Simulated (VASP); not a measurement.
Set up this calculation in VASP 6.6.1, as the native input.

```yaml
Task: single point
Functional: PBE
Dispersion: D3(BJ)
Potentials_or_basis: VASP PAW PBE potentials, release 64 (C, H)
Cutoff: 520 eV
k_mesh: 6 × 6 × 1
Occupations: gaussian, width 0.1 eV
Spin: no spin polarisation
Dipole_correction: yes
Further_INCAR_settings: ALGO = Normal; EDIFF = 1e-06; NBANDS = 28
```

The structure of HC4 lies in POSCAR:

```
HC4
1.0
    4.9313048819      0.0000000000      0.0000000000
   -2.4656524409      4.2706353015      0.0000000000
    0.0000000000      0.0000000000     18.0000331942
C H
8 2
Direct
    0.3333333333      0.1666666667      0.2222236565
    0.3333333333      0.6666666667      0.2222236565
    0.8333333333      0.1666666667      0.2222236565
    0.8333333333      0.6666666667      0.2222236565
    0.1666666667      0.3333333333      0.2222218124
    0.1666666667      0.8333333333      0.2222218124
    0.6666666667      0.3333333333      0.2222218124
    0.6666666667      0.8333333333      0.2222218124
    0.1067198858      0.1666666667      0.3005568454
    0.5599467808      0.1666666667      0.3005568454
```

These files were run (other wordings do the same):

INCAR

```
PREC = Accurate
ENCUT = 520
EDIFF = 1E-6
ISMEAR = 0
SIGMA = 0.1
LREAL = F
LASPH = T
NELM = 100
ALGO = Normal
ISIF = 2
LWAVE = F
LCHARG = F
LDIPOL = T
IDIPOL = 3
DIPOL = 0.5 0.5 0.238
GGA = PE
IVDW = 12
NBANDS = 28
```

KPOINTS

```
regular mesh
0
Gamma
  6 6 1
```

Potentials or basis: VASP PAW PBE potentials, release 64 (C, H).

Command:

```console
$ cat potpaw_PBE.64/C/POTCAR potpaw_PBE.64/H/POTCAR > POTCAR
$ mpirun -np 1 vasp_std > vasp.out
```

Results of the run:

The largest force is 1.376 eV/Å. The band gap on the k mesh is zero (bands 17 and 18 overlap by 0.78 eV) and the dispersion energy per atom is -0.090 eV.

It took 3 min on 1 thread of Intel(R) Xeon(R) Platinum 8488C (Sapphire Rapids), on a shared host, peak memory 0.56 GiB.
